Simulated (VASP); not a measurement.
Runs of VASP 6.6.1 on CdS. The structure is that of space group F-43m (No. 216), or close to it. The cells are those of the table. 

| task | level | cell | k mesh | cutoff (eV) | smearing | gap on the mesh (eV) | pressure (GPa) |
| --- | --- | --- | --- | --- | --- | --- | --- |
| relaxation of cell and atoms | PBE | relaxed from a = 4.115 Å, angles 60.0°, 2 atoms | 8 × 8 × 8 | 600 | gaussian 0.02 eV | (c) | 0.0 |
| single point | PBEsol | a = 4.190 Å, angles 60.0°, 2 atoms | 8 × 8 × 8 | 520 | gaussian 0.02 eV | (a) | -2.5 |
| single point | PBE | a = 4.115 Å, angles 60.0°, 2 atoms | 6 × 6 × 6 | 520 | gaussian 0.1 eV | (b) | 3.7 |
| single point | PBE | a = 4.190 Å, angles 60.0°, 2 atoms | 8 × 8 × 8 | 520 | gaussian 0.02 eV | 1.04 | 0.3 |
| single point | r2SCAN | a = 4.190 Å, angles 60.0°, 2 atoms | 8 × 8 × 8 | 520 | gaussian 0.02 eV | 1.48 | -1.1 |

Alike in all rows: potentials or basis VASP PAW PBE potentials, release 64 (Cd, S); no spin polarisation.

Q: Fill in the values left out.

A: (a) 0.91; (b) 1.16; (c) 1.03.

Caveats: the PAW data sets were made with another functional, which shifts forces and pressure a little (at least some runs); the cell stands under pressure (at least some runs).

A k mesh can miss the band edges, and the runs leave out spin-orbit coupling on Cd.
